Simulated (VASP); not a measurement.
# Ho4S in VASP: a series of runs

Ho4S is run at these levels: PBE; tasks: relaxation of cell and atoms, single point.

Everything below comes from runs of VASP 6.6.1. Logs are shortened: lines on timing, memory, paths and dates and some standing lists are left out, and cuts for length are marked.

## (1) The cell of the first run

Symmetry: I4/mmm, No. 139, tetragonal system. Conventional cell: a = 5.314 Å, b = 5.314 Å, c = 10.104 Å, α = 90.00°, β = 90.00°, γ = 90.00°. Ho (site symmetry 4mm) has 1 S at 2.62 Å and 12 Ho at 3.60 to 3.76 Å within 3.8 Å. Ho (site symmetry mmm) has 2 S at 2.66 Å and 12 Ho at 3.60 to 3.76 Å within 3.8 Å. Within 3.5 Å of S (site symmetry 4/mmm) lie 6 Ho at 2.62 to 2.66 Å.

The cell was generated, and may not be a known phase.

## (2) Relaxation of cell and atoms, PBE

Contents of INCAR:

```
ALGO = Normal
EDIFF = 1E-7
EDIFFG = -0.01
ENCUT = 500
GGA = PE
GGA_COMPAT = False
IBRION = 2
ISIF = 3
ISMEAR = 0
LASPH = True
LCHARG = False
LMAXMIX = 6
LREAL = False
LWAVE = False
NELM = 200
NELMIN = 4
NSW = 100
PREC = Accurate
SIGMA = 0.1
```

Contents of KPOINTS:

```
k-points
0
Gamma
  8 8 8
```

Contents of POSCAR:

```
Ho4S
1.0
   -2.6568849855      2.6568849855      5.0519851971
    2.6568849855     -2.6568849855      5.0519851971
    2.6568849855      2.6568849855     -5.0519851971
Ho S
4 1
Direct
    0.2597612951      0.2597612951      0.0000000000
    0.7402387049      0.7402387049      0.0000000000
    0.5000000000      0.0000000000      0.5000000000
    0.0000000000      0.5000000000      0.5000000000
    0.0000000000      0.0000000000      0.0000000000
```

Potentials or basis: VASP PAW PBE potentials, release 64 (Ho_3, S), 4f in core.

On the command line:

```sh
$ cat potpaw_PBE.64/Ho_3/POTCAR potpaw_PBE.64/S/POTCAR > POTCAR
$ mpirun -np 1 vasp_std > vasp.out
```

OUTCAR:

```text
EDIFF = 1E-7
   EDIFFG = -0.01
   ENCUT = 500
   GGA = PE
   IBRION = 2
   ISIF = 3
   ISMEAR = 0
   LASPH = True
   LREAL = False
   NELM = 200
   NELMIN = 4
   NSW = 100
   PREC = Accurate

 ion  position               nearest neighbor table
   1  0.260  0.260  0.000-   5 2.62   3 3.60   4 3.60   3 3.60   4 3.60   4 3.73   3 3.73   4 3.73
                             3 3.73   2 3.76   2 3.76   2 3.76   2 3.76
   2  0.740  0.740  0.000-   5 2.62   4 3.60   3 3.60   3 3.60   4 3.60   3 3.73   4 3.73   4 3.73
                             3 3.73   1 3.76   1 3.76   1 3.76   1 3.76
   3  0.500  0.000  0.500-   5 2.66   5 2.66   2 3.60   2 3.60   1 3.60   1 3.60   1 3.73   2 3.73
                             2 3.73   1 3.73   4 3.76   4 3.76   4 3.76   4 3.76
   4  0.000  0.500  0.500-   5 2.66   5 2.66   2 3.60   2 3.60   1 3.60   1 3.60   1 3.73   2 3.73
                             1 3.73   2 3.73   3 3.76   3 3.76   3 3.76   3 3.76
   5  0.000  0.000  0.000-   1 2.62   2 2.62   3 2.66   4 2.66   4 2.66   3 2.66

  LATTYP: Found a body centered tetragonal cell.
 ALAT       =     5.3137699710
 C/A-ratio  =     1.9014692863

  Lattice vectors:

 A1 = (  -2.6568849855,   2.6568849855,   5.0519851971)
 A2 = (   2.6568849855,  -2.6568849855,   5.0519851971)
 A3 = (   2.6568849855,   2.6568849855,  -5.0519851971)

Analysis of symmetry for initial positions (statically):
=====================================================================
 Subroutine PRICEL returns:
 Original cell was already a primitive cell.

 Routine SETGRP: Setting up the symmetry group for a
 body centered tetragonal supercell.

 Subroutine GETGRP returns: Found 16 space group operations
 (whereof 16 operations were pure point group operations)
 out of a pool of 16 trial point group operations.

The static configuration has the point symmetry D_4h.

Analysis of symmetry for dynamics (positions and initial velocities):
=====================================================================
 Subroutine PRICEL returns:
 Original cell was already a primitive cell.

 Routine SETGRP: Setting up the symmetry group for a
 body centered tetragonal supercell.

 Subroutine GETGRP returns: Found 16 space group operations
 (whereof 16 operations were pure point group operations)
 out of a pool of 16 trial point group operations.

The dynamic configuration has the point symmetry D_4h.

 Subroutine INISYM returns: Found 16 space group operations
 (whereof 16 operations are pure point group operations),
 and found     1 'primitive' translations

----------------------------------------------------------------------------------------

                                     Primitive cell

  volume of cell :     142.6486

  direct lattice vectors                    reciprocal lattice vectors
    -2.656884986  2.656884986  5.051985197     0.000000000  0.188190307  0.098970995
     2.656884986 -2.656884986  5.051985197     0.188190307  0.000000000  0.098970995
     2.656884986  2.656884986 -5.051985197     0.188190307  0.188190307  0.000000000

  length of vectors
     6.296080533  6.296080533  6.296080533     0.212628430  0.212628430  0.266141284

  position of ions in fractional coordinates (direct lattice)
     0.259761295  0.259761295  0.000000000
     0.740238705  0.740238705  0.000000000
     0.500000000  0.000000000  0.500000000
     0.000000000  0.500000000  0.500000000
     0.000000000  0.000000000  0.000000000

  ion indices of the primitive-cell ions
   primitive index   ion index
                 1           1
                 2           2
                 3           3
                 4           4
                 5           5

----------------------------------------------------------------------------------------

 KPOINTS: k-points

Automatic generation of k-mesh.
 Grid dimensions read from file:
 generate k-points for:    8    8    8

 Generating k-lattice:

  Cartesian coordinates                     Fractional coordinates (reciprocal lattice)
[... 45 lines left out ...]
   ISIF   =      3    stress and relaxation
   ISYM   =      2    0-nonsym 1-usesym 2-fastsym
   POTIM  = 0.5000    time-step for ionic-motion
   TEBEG  =    0.0;   TEEND  =   0.0 temperature during run
   PSTRESS=    0.0 pullay stress
   NELECT =      42.0000    total number of electrons
   NUPDOWN=      -1.0000    fix difference up-down
   EMIN   =  10.00;   EMAX   =-10.00  energy-range for DOS
   EFERMI =   0.00;   METHOD = LEGACY
   ISMEAR =     0;   SIGMA  =   0.10  broadening in eV -4-tet -1-fermi 0-gaus
   EFERMI_NEDOS =   21; number of points for ismear=-14 and -15
   IALGO  =     38    algorithm
   IMIX   =      4    mixing-type and parameters
     AMIX     =   0.40;   BMIX     =  1.00
     AMIX_MAG =   1.60;   BMIX_MAG =  1.00
  volume/ion in A,a.u.               =      28.53       192.53
  Fermi-wavevector in a.u.,A,eV,Ry     =   1.089102  2.058105 16.138471  1.186144
  Thomas-Fermi vector in A             =   2.225298
   LORBIT       =      0    0 simple, 1 ext, 2 COOP (PROOUT), +10 PAW based schemes
   GGA     = PE    functional components
   LHFCALC =     F    Hartree Fock is set to
   AEXX    =    0.0000 exact exchange contribution
   IVDW    =     0    specifies the selected vdW correction
   LEPSILON=     F    determine dielectric tensor
   LRPA    =     F    only Hartree local field effects (RPA)
 conjugate gradient relaxation of ions
 non-spin polarized calculation
 Gauss-broadening in eV      SIGMA  =   0.10
  energy-cutoff  :      500.00
  volume of cell :      142.65
 maximum number of plane-waves:      3643
 NGX is ok and might be reduce to    48
   NGX = 23   NGY = 23   NGZ = 23

--------------------------------------- Ionic step        1  -------------------------------------------

 number of electron      42.0000005 magnetization

 Free energy of the ion-electron system (eV)
  ---------------------------------------------------
  ext. energy  EPLUGINS =         0.00000000
  ---------------------------------------------------
  free energy    TOTEN  =       -25.47617577 eV

  energy without entropy =      -25.43906346  energy(sigma->0) =      -25.45761962

------------------------ aborting loop because EDIFF is reached ----------------------------------------

  FORCE on cell =-STRESS in cart. coord.  units (eV):
  Direction    XX          YY          ZZ          XY          YZ          ZX
  --------------------------------------------------------------------------------------
  -------------------------------------------------------------------------------------
  Total        0.3908633      0.3908633      0.8455343      0.0000000      0.0000000      0.0000000
  in kB        4.3900347      4.3900347      9.4967336      0.0000000      0.0000000      0.0000000
  external PRESSURE =       6.0922677 kB  Pullay stress =       0.0000000 kB
[... 219 lines left out ...]
  energy  without entropy=      -25.4422947779  energy(sigma->0) =      -25.46129519

--------------------------------------- Ionic step        7  -------------------------------------------

 number of electron      42.0000003 magnetization

 Free energy of the ion-electron system (eV)
  ---------------------------------------------------
  ext. energy  EPLUGINS =         0.00000000
  ---------------------------------------------------
  free energy    TOTEN  =       -25.48045808 eV

  energy without entropy =      -25.44241077  energy(sigma->0) =      -25.46143442

 E-fermi :   3.3235     XC(G=0):  -9.7987

 val. band max:        3.3161098089   @ k =   0.0000   0.0000   0.0000
 cond. band min:       3.3331845513   @ k =   0.5000   0.5000   0.2500
 fundamental gap:      0.0170747424
 Fermi energy:         3.3234693548

 k-point     1 :       0.0000    0.0000    0.0000
  band No.  band energies     occupation
      1     -20.9285      2.00000
      2     -20.8411      2.00000
      3     -20.8411      2.00000
      4     -20.8229      2.00000
      5     -20.7136      2.00000
      6     -20.7136      2.00000
[... 661 lines left out ...]
     24       4.6939      0.00000
     25       4.7413      0.00000

 [... further k-points ...]
[... 5 lines left out ...]
  --------------------------------------------------------------------------------------
  -------------------------------------------------------------------------------------
  Total       -0.0077505     -0.0077505     -0.0143127      0.0000000     -0.0000000      0.0000000
  in kB       -0.0860201     -0.0860201     -0.1588522      0.0000000     -0.0000000      0.0000000
  external PRESSURE =      -0.1102974 kB  Pullay stress =       0.0000000 kB
[... 20 lines left out ...]
  FREE ENERGIE OF THE ION-ELECTRON SYSTEM (eV)
  ---------------------------------------------------
  free  energy   TOTEN  =       -25.4804580807 eV

  energy  without entropy=      -25.4424107670  energy(sigma->0) =      -25.46143442

 reached required accuracy - stopping structural energy minimisation
```

It took 16 min on 1 thread of Intel Xeon Platinum 8488C (Sapphire Rapids), shared host; peak memory 0.44 GiB.

Results:

| Quantity | Value |
| --- | --- |
| Free energy | -25.4805 eV |
| Relaxed volume | 28.87 Å³/atom |
| Relaxed cell | a = 6.342 Å, b = 6.342 Å, c = 6.342 Å, α = 130.44°, β = 130.44°, γ = 72.71° |
| Space group after relaxing (to 0.1 Å) | I4/mmm (No. 139) |
| Energy gained by relaxing | 0.9 meV/atom |
| Ionic steps | 7 |
| Pressure after relaxing | 0.0 GPa |
| Largest force after relaxing | 0.005 eV/Å |
| Band gap on the k mesh | zero (bands 21 and 22 overlap by 0.79 eV) |

Forces on the atoms (eV/Å):
```
Ho   0.000  0.000 -0.005
Ho   0.000  0.000  0.005
Ho   0.000  0.000  0.000
Ho   0.000  0.000  0.000
S    0.000  0.000  0.000
```

Step by step:
```tsv
step	energy change (eV)	largest force (eV/Å)	pressure (GPa)	volume (Å³)
1	0.0000	0.0465	0.61	142.65
2	-0.0027	0.0613	-0.31	144.90
3	-0.0034	0.0293	-0.03	144.19
4	-0.0037	0.0350	-0.01	144.16
5	-0.0039	0.0454	0.04	144.09
6	-0.0041	0.0302	0.02	144.19
7	-0.0043	0.0055	-0.01	144.36
```

Final structure:
```
Ho S
1.0
    -2.65822    2.65822    5.10739
     2.65822   -2.65822    5.10739
     2.65822    2.65822   -5.10739
Ho S
4 1
Direct
  0.25877 0.25877 0.00000
  0.74123 0.74123 0.00000
  0.50000 0.00000 0.50000
  0.00000 0.50000 0.50000
  0.00000 0.00000 0.00000
```

Levels at points of the mesh, in eV from the Fermi level:
```tsv
k point	band 17	band 18	band 19	band 20	band 21	band 22	band 23	band 24	band 25
(0.00, 0.00, 0.00)	-3.86	-1.08	-1.00	-0.37	-0.01	-0.01	1.62	1.62	1.78
(0.50, 0.00, 0.00)	-1.87	-1.69	-0.36	-0.30	-0.16	0.09	0.52	1.09	1.30
(0.50, 0.50, 0.00)	-1.28	-1.09	-0.84	-0.35	0.27	0.42	0.68	1.03	1.22
(0.50, 0.50, 0.50)	-2.43	-2.11	-1.49	-0.89	-0.89	-0.20	0.47	1.61	2.48
```

Caveat: spin-orbit coupling is left out, which moves the levels of the heavy elements; the 4f electrons are frozen in the core, so they carry no moment and show no levels; the run has no spin polarisation, though such a crystal can be magnetic. Spin polarisation is off, so any magnetic state and its effect on volume and gap are missing.

## (3) Single point, PBE

Contents of INCAR:

```
SYSTEM = Ho4S
ALGO     = Normal         ! electronic algorithm
EDIFF    = 1E-6           ! SCF threshold, eV
ENCUT    = 500            ! plane-wave cutoff, eV
GGA      = PE             ! functional
GGA_COMPAT= .FALSE.      
ISIF     = 2              ! what is computed and relaxed
ISMEAR   = 0              ! smearing method
LASPH    = .TRUE.         ! aspherical terms in the spheres
LCHARG   = .FALSE.        ! write CHGCAR
LMAXMIX  = 6              ! l up to which the mixer works
LREAL    = .FALSE.        ! projectors in reciprocal space
LWAVE    = .FALSE.        ! write WAVECAR
NBANDS   = 29             ! bands
NELM     = 200            ! most SCF steps
PREC     = Accurate       ! precision mode
SIGMA    = 0.2            ! smearing width, eV
```

Contents of KPOINTS:

```
k-points
0
G
  5 5 5
  0 0 0
```

POSCAR is that of step 2.

Potentials or basis: VASP PAW PBE potentials, release 64 (Ho_3, S), 4f in core.

On the command line:

```sh
$ cat potpaw_PBE.64/Ho_3/POTCAR potpaw_PBE.64/S/POTCAR > POTCAR
$ mpirun -np 1 vasp_std > vasp.out
```

Wall time 51 s (1 thread of Intel Xeon 6975P-C (Granite Rapids), shared host); peak memory 0.34 GiB.

The run converged. Its results:

* Free energy: -25.5334 eV
* Pressure: 0.7 GPa
* Largest force: 0.073 eV/Å
* Band gap on the k mesh: zero (bands 21 and 22 overlap by 0.70 eV)

Forces on the atoms (eV/Å):
```
Ho   0.000  0.000  0.073
Ho   0.000  0.000 -0.073
Ho   0.000  0.000  0.000
Ho   0.000  0.000  0.000
S    0.000  0.000  0.000
```

Stress tensor (GPa, compression positive):
```
0.47 0.00 0.00
0.00 0.47 0.00
0.00 0.00 1.08
```

Levels at points of the mesh, in eV from the Fermi level:
```
           k point  band 18  band 19  band 20  band 21  band 22  band 23  band 24  band 25
(0.00, 0.00, 0.00)    -1.09    -1.04    -0.37    -0.02    -0.02     1.60     1.60     1.81
```

Caveat: spin-orbit coupling is left out, which moves the levels of the heavy elements; the 4f electrons are frozen in the core, so they carry no moment and show no levels; the run has no spin polarisation, though such a crystal can be magnetic.

## (4) Single point, PBE

This run uses another cell than the first one, of 28.80 Å³/atom.

Contents of INCAR:

```
ALGO     = Normal         # electronic algorithm
EDIFF    = 1E-6           # SCF threshold, eV
ENCUT    = 500            # plane-wave cutoff, eV
GGA      = PE             # functional
GGA_COMPAT= False        
ISIF     = 2              # what is computed and relaxed
ISMEAR   = 0              # smearing method
LASPH    = True           # aspherical terms in the spheres
LCHARG   = False          # write CHGCAR
LMAXMIX  = 6              # l up to which the mixer works
LREAL    = False          # projectors in reciprocal space
LWAVE    = False          # write WAVECAR
NBANDS   = 29             # bands
NELM     = 200            # most SCF steps
PREC     = Accurate       # precision mode
SIGMA    = 0.2            # smearing width, eV
```

Contents of KPOINTS:

```
k-points
0
Gamma
  4 4 4
```

Contents of POSCAR:

```
Ho4S
1.0
   -2.6592393986      2.6589575320      5.0916138574
    2.6592393986     -2.6589575320      5.0916138574
    2.6592393986      2.6589575320     -5.0916138574
Ho S
4 1
Direct
    0.5000000000      0.0000000000      0.5000000000
    0.2575922230      0.2575922230      0.0000000000
    0.7424077770      0.7424077770      0.0000000000
    0.0000000000      0.5000000000      0.5000000000
    0.0000000000      0.0000000000      0.0000000000
```

On the command line:

```sh
$ cat potpaw_PBE.64/Ho_3/POTCAR potpaw_PBE.64/S/POTCAR > POTCAR
$ mpirun -np 1 vasp_std > vasp.out
```

It took 47 s on 1 thread of Intel Xeon 6975P-C (Granite Rapids), shared host; peak memory 0.35 GiB.

It converged, with:

```yaml
Free_energy: -25.5345 eV
Pressure: 0.3 GPa
Largest_force: 0.101 eV/Å
Band_gap_on_the_k_mesh: zero (bands 21 and 22 overlap by 0.79 eV)
```

Forces in eV/Å, atoms in the order of the input:
```
Ho   0.000  0.000  0.000
Ho   0.000  0.000  0.101
Ho   0.000  0.000 -0.101
Ho   0.000  0.000  0.000
S    0.000  0.000  0.000
```

Stress tensor (GPa, compression positive):
```
0.08 0.00 0.00
0.00 0.09 0.00
0.00 0.00 0.72
```

Levels at points of the mesh, in eV from the Fermi level:
| k point | band 19 | band 20 | band 21 | band 22 | band 23 | band 24 |
| --- | --- | --- | --- | --- | --- | --- |
| (0.00, 0.00, 0.00) | -1.01 | -0.37 | -0.02 | -0.02 | 1.61 | 1.61 |
| (0.50, 0.00, 0.00) | -0.36 | -0.30 | -0.16 | 0.07 | 0.51 | 1.10 |
| (0.00, 0.50, 0.00) | -0.36 | -0.30 | -0.16 | 0.07 | 0.51 | 1.10 |
| (0.50, 0.50, 0.00) | -0.85 | -0.33 | 0.27 | 0.43 | 0.68 | 1.04 |
| (0.50, 0.50, 0.50) | -1.50 | -0.91 | -0.91 | -0.20 | 0.47 | 1.66 |

Caveat: spin-orbit coupling is left out, which moves the levels of the heavy elements; the 4f electrons are frozen in the core, so they carry no moment and show no levels; the run has no spin polarisation, though such a crystal can be magnetic. With open d or f shells a metallic result of PBE can be an artefact of self-interaction; +U or a hybrid may open a gap.

## (5) Single point, PBE

This run uses another cell than the first one, of 29.15 Å³/atom.

Contents of INCAR:

```
SYSTEM = Ho4S
PREC = Accurate
ENCUT = 500
EDIFF = 1E-6
ISMEAR = 0
SIGMA = 0.2
LREAL = .FALSE.
LASPH = .TRUE.
NELM = 200
ALGO = Normal
ISIF = 2
LWAVE = .FALSE.
LCHARG = .FALSE.
GGA = PE
NBANDS = 29
GGA_COMPAT = .FALSE.
LMAXMIX = 6
```

Contents of KPOINTS:

```
regular mesh
0
G
  5 5 5
  0 0 0
```

Contents of POSCAR:

```
Ho4S
1.0
   -1.9860342490      1.9860342490      9.2364471026
    1.9860342490     -1.9860342490      9.2364471026
    1.9860342490      1.9860342490     -9.2364471026
Ho S
4 1
Direct
    0.2500000000      0.7500000000      0.5000000000
    0.7500000000      0.2500000000      0.5000000000
    0.4110928268      0.4110928268      0.0000000000
    0.5889071732      0.5889071732      0.0000000000
    0.0000000000      0.0000000000      0.0000000000
```

On the command line:

```sh
$ cat potpaw_PBE.64/Ho_3/POTCAR potpaw_PBE.64/S/POTCAR > POTCAR
$ mpirun -np 1 vasp_std > vasp.out
```

Wall time 3.4 min (1 thread of Intel Xeon 6975P-C (Granite Rapids), shared host); peak memory 0.68 GiB.

The run converged. Its results:

* Free energy: -21.7643 eV
* Pressure: 0.3 GPa
* Largest force: 0.019 eV/Å
* Band gap on the k mesh: zero (bands 21 and 22 overlap by 0.59 eV)

Forces in eV/Å, atoms in the order of the input:
```
Ho   0.000  0.000  0.000
Ho   0.000  0.000  0.000
Ho   0.000  0.000  0.019
Ho   0.000  0.000 -0.019
S    0.000  0.000  0.000
```

Stress tensor (GPa, compression positive):
```
0.36 0.00 0.00
0.00 0.36 0.00
0.00 0.00 0.10
```

Levels at points of the mesh, in eV from the Fermi level:
```
           k point  band 17  band 18  band 19  band 20  band 21  band 22  band 23  band 24  band 25  band 26
(0.00, 0.00, 0.00)    -2.90    -2.83    -1.60    -0.80    -0.47    -0.18    -0.13     0.07     0.38     0.38
```

Caveat: spin-orbit coupling is left out, which moves the levels of the heavy elements; the 4f electrons are frozen in the core, so they carry no moment and show no levels; the run has no spin polarisation, though such a crystal can be magnetic.

## (6) The runs side by side

| task | cell | k mesh | smearing | gap on the mesh (eV) | pressure (GPa) | largest force (eV/Å) |
| --- | --- | --- | --- | --- | --- | --- |
| relaxation of cell and atoms | relaxed from a = 6.296 Å, angles 130.1, 130.1, 73.3°, 5 atoms, atomic positions A | 8 × 8 × 8 | gaussian 0.1 eV | none | 0.0 | 0.01 |
| single point | a = 6.296 Å, angles 130.1, 130.1, 73.3°, 5 atoms, atomic positions A | 5 × 5 × 5 | gaussian 0.2 eV | none | 0.7 | 0.07 |
| single point | a = 6.330 Å, angles 130.3, 130.3, 72.9°, 5 atoms, atomic positions B | 4 × 4 × 4 | gaussian 0.2 eV | none | 0.3 | 0.10 |
| single point | a = 9.654 Å, angles 156.3, 156.3, 33.8°, 5 atoms, atomic positions C | 5 × 5 × 5 | gaussian 0.2 eV | none | 0.3 | 0.02 |

Alike in all rows: level PBE; potentials or basis VASP PAW PBE potentials, release 64 (Ho_3, S), 4f in core; no spin polarisation; cutoff (eV) 500.

Caveats: spin-orbit coupling is left out, which moves the levels of the heavy elements; the 4f electrons are frozen in the core, so they carry no moment and show no levels; the run has no spin polarisation, though such a crystal can be magnetic.

Absolute energies hang on the potentials; compare differences alone.

The gap in the log of VASP goes by the Fermi energy; the results here count the filled bands.